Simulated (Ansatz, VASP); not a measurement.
## Pt: VASP beside Ansatz

The input INCAR:

```
SYSTEM = Pt
PREC = Accurate
ENCUT = 520
EDIFF = 1E-6
ISMEAR = -1
SIGMA = 0.1
LREAL = .False.
LASPH = .True.
NELM = 80
ALGO = Normal
ISIF = 2
LWAVE = .False.
LCHARG = .True.
GGA = PE
LELF = .True.
LVHAR = .True.
NBANDS = 22
```

File KPOINTS:

```
regular mesh
0
Gamma
  9 9 13
  0 0 0
```

Contents of POSCAR:

```
Pt
1.0
    4.7085407249      0.0000000000      0.0000000000
   -2.3542703625      4.0777158825      0.0000000000
    0.0000000000      0.0000000000      2.8070316743
Pt
3
Direct
    0.0000000000      0.0000000000      0.0000000000
    0.3333333333      0.6666666667      0.5000000000
    0.6666666667      0.3333333333      0.5000000000
```

Input for Ansatz:

```yaml
crystal:
  lattice:
    - [4.7085407249, 0.0, 0.0]
    - [-2.3542703625, 4.0777158825, 0.0]
    - [0.0, 0.0, 2.8070316743]
  atoms:
    - { symbol: Pt, position: [0.0, 0.0, 0.0] }
    - { symbol: Pt, position: [0.3333333333, 0.6666666667, 0.5] }
    - { symbol: Pt, position: [0.6666666667, 0.3333333333, 0.5] }
hamiltonian:
  xc: pbe
  pseudopotentials:
    kind: paw
    azcp:
      Pt: "pseudopotentials/Pt.paw.azcp"
basis:
  ecutwfc: 420
  fft_grid_basis: typed
kpoints:
  mp_grid: { grid: [9, 9, 13], shift: [0, 0, 0] }
magnetization:
  spin_polarized: false
scf:
  occupations: { method: fermi_dirac, width: 0.1 }
  lower_state_search: "off"
output:
  stress: true
  write_density: true
  write_potential: true
  elf: true
  volumetric_format: npy
```

Alike in both runs: task single point; functional PBE; k mesh 9 × 9 × 13; occupations fermi-dirac, width 0.1 eV; no spin polarisation.

|  | VASP | Ansatz |
| --- | --- | --- |
| version | VASP 6.6.1 | Ansatz 0.2.0 |
| potentials or method | VASP PAW PBE potentials, release 64 (Pt), cutoff 520 eV | plane waves (420 eV) with PAW, scalar-relativistic |
| valence electrons in the cell | 30 | 54 |

```csv
,VASP,Ansatz,Ansatz less VASP
pressure (GPa),-19.6,-19.3,+0.30
"traceless stress, the component that is largest in VASP (GPa)",0.35,0.35,+0.006
```

VASP's potentials hold 30 valence electrons a cell and Ansatz's 54, so a difference there can come from the potentials and not from the codes.

Spin-orbit coupling is off throughout.
